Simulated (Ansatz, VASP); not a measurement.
CdS: VASP beside Ansatz

File POSCAR:

```
CdS
1.0
    4.1500000000      0.0000000000      0.0000000000
   -2.0750000000      3.5940054257      0.0000000000
    0.0000000000      0.0000000000      6.7370000000
Cd S
2 2
Direct
    0.6666666667      0.3333333333      0.5000000000
    0.3333333333      0.6666666667      0.0000000000
    0.6666666667      0.3333333333      0.8750000000
    0.3333333333      0.6666666667      0.3750000000
```

INCAR.step1

```
SYSTEM = CdS
  ALGO = Normal
  EDIFF = 1E-5
  ENCUT = 520
  GGA = PE
  ISIF = 2
  ISMEAR = -1
  LASPH = .TRUE.
  LCHARG = .FALSE.
  LREAL = .FALSE.
  LWAVE = .TRUE.
  NBANDS = 26
  NELM = 60
  PREC = Accurate
  SIGMA = 0.05
```

INCAR.step2

```
SYSTEM = CdS
  AEXX = 0.5
  ALGO = Normal
  EDIFF = 1E-7
  ENCUT = 520
  GGA = PE
  HFSCREEN = 0.2
  ISIF = 2
  ISMEAR = -1
  ISTART = 1
  LASPH = .TRUE.
  LCHARG = .FALSE.
  LHFCALC = .TRUE.
  LREAL = .FALSE.
  LWAVE = .FALSE.
  NBANDS = 26
  NELM = 60
  PREC = Accurate
  PRECFOCK = Normal
  SIGMA = 0.05
```

KPOINTS

```
k-points
0
G
  4 4 2
  0 0 0
```

input.yaml

```yaml
crystal:
  lattice:
    - [4.15, 0.0, 0.0]
    - [-2.075, 3.5940054257, 0.0]
    - [0.0, 0.0, 6.737]
  atoms:
    - { symbol: Cd, position: [0.6666666667, 0.3333333333, 0.5] }
    - { symbol: Cd, position: [0.3333333333, 0.6666666667, 0.0] }
    - { symbol: S, position: [0.6666666667, 0.3333333333, 0.875] }
    - { symbol: S, position: [0.3333333333, 0.6666666667, 0.375] }
hamiltonian:
  xc: { exchange: pbe, correlation: pbe, exx: { coeff: 0.5, omega: 0.2 } }
  pseudopotentials: { kind: paw }
kpoints:
  mp_grid: { grid: [4, 4, 2] }
scf:
  occupations: { method: fermi_dirac, width: 0.05 }
output:
  forces: true
  stress: true
  eigenvalues: true
  write_density: true
  write_potential: true
  elf: true
  volumetric_format: npy
```

Alike in both runs: task single point; functional PBE-based screened hybrid with a share of 0.5 of exact exchange and HFSCREEN = 0.2; k mesh 4 × 4 × 2; occupations fermi-dirac, width 0.05 eV; no spin polarisation.

|  | VASP | Ansatz |
| --- | --- | --- |
| version | VASP 6.6.1 | Ansatz 0.2.0 |
| potentials or method | VASP PAW PBE potentials, release 64 (Cd, S) | Ansatz PAW |
| plane-wave cutoff (eV) | 520 | 420 |
| valence electrons in the cell | 36 | 52 |

```csv
,VASP,Ansatz,Ansatz less VASP
gap on the k mesh at the Fermi level (eV),3.40,3.40,0.000
least direct gap on the mesh (eV),3.40,3.40,0.000
pressure (GPa),0.3,0.0,-0.26
"traceless stress, the component that is largest in VASP (GPa)",0.22,0.23,+0.006
rms of the force components (eV/Å),0.040,0.040,-0.0003
```

VASP's potentials were made for PBE, not for PBE-based screened hybrid. Atom by atom the forces differ by 0.000 eV/Å (rms over components). With one functional, cell and mesh, what is left measures potentials, basis and numerics. VASP's potentials hold 36 valence electrons a cell and Ansatz's 52, so a difference there can come from the potentials and not from the codes.

The k mesh is coarse, so the values compare programs but aren't converged.
